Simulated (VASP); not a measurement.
GeN:

```
CELL_PARAMETERS angstrom
2.98180 0.00000 0.00000
-1.49090 2.58232 0.00000
0.00000 0.00000 2.90830
ATOMIC_POSITIONS crystal
Ge 0.00000 0.00000 0.00000
N 0.66667 0.33333 0.50000
```

| Item | Value |
| --- | --- |
| Program | VASP 6.6.1 |
| Task | relaxation of cell and atoms |
| Functional | PBE |
| Potentials or basis | VASP PAW PBE potentials, release 64 (Ge_d, N) |
| Cutoff | 600 eV |
| k mesh | 24 × 24 × 20 |
| Occupations | gaussian, width 0.1 eV |
| Spin | no spin polarisation |

At the start: pressure -0.3 GPa; volume 11.20 Å³/atom.

How do energy, volume and symmetry change on relaxing?

Over 5 steps the energy falls by 10.0 meV/atom and the volume is 11.27 Å³/atom (+0.7 %); space group P-6m2 (No. 187, to 0.1 Å) before and after.

The path:
| step | energy change (eV) | largest force (eV/Å) | pressure (GPa) | volume (Å³) |
| --- | --- | --- | --- | --- |
| 1 | 0.0000 | 0.0000 | -0.33 | 22.39 |
| 2 | -0.0064 | 0.0000 | 2.79 | 22.30 |
| 3 | -0.0192 | 0.0000 | 1.21 | 22.35 |
| 4 | -0.0200 | 0.0000 | -0.33 | 22.59 |
| 5 | -0.0200 | 0.0000 | 0.04 | 22.55 |

Final structure:
```cif
data_structure
_symmetry_space_group_name_H-M 'P 1'
_symmetry_Int_Tables_number 1
_cell_length_a 3.0177
_cell_length_b 3.0177
_cell_length_c 2.8591
_cell_angle_alpha 90.000
_cell_angle_beta 90.000
_cell_angle_gamma 120.000
_cell_volume 22.55
loop_
_atom_site_label
_atom_site_type_symbol
_atom_site_fract_x
_atom_site_fract_y
_atom_site_fract_z
_atom_site_occupancy
Ge1 Ge 0.00000 0.00000 0.00000 1
N1 N 0.66667 0.33333 0.50000 1
```

Caveat: an odd number of electrons without spin polarisation forces a metal; a magnetic or distorted state may lie lower.
